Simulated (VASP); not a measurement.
Li, 4 atoms in the cell. Symmetry: P2_13, No. 198, cubic system. Conventional cell: a = 4.499 Å, b = 4.499 Å, c = 4.499 Å, α = 90.00°, β = 90.00°, γ = 90.00°. Li (site symmetry 3) has 6 Li at 2.76 Å within 3.6 Å.  This cell differs from its parent crystal: strained.

```yaml
Program: VASP 6.6.1
Task: single point
Functional: PBEsol
Potentials_or_basis: VASP PAW PBE potentials, release 64 (Li_sv)
Cutoff: 520 eV
k_mesh: 10 × 10 × 10
Occupations: gaussian, width 0.1 eV
Spin: no spin polarisation
Dipole_correction: no
Further_INCAR_settings: ALGO = Normal; EDIFF = 1e-06; NBANDS = 14
```

Potentials or basis: VASP PAW PBE potentials, release 64 (Li_sv).

Launch:

```bash
$ cat potpaw_PBE.64/Li_sv/POTCAR > POTCAR
$ mpirun -np 1 vasp_std > vasp.out
```

Hardware: 1 thread of AMD EPYC 9R45 96-Core Processor (Zen 5), on a shared host.

How long does it take, and how much memory?

It took 43 s on 1 thread of AMD EPYC 9R45 96-Core Processor (Zen 5), on a shared host, peak memory 0.19 GiB. Counts: scf iterations 10, k points 76.
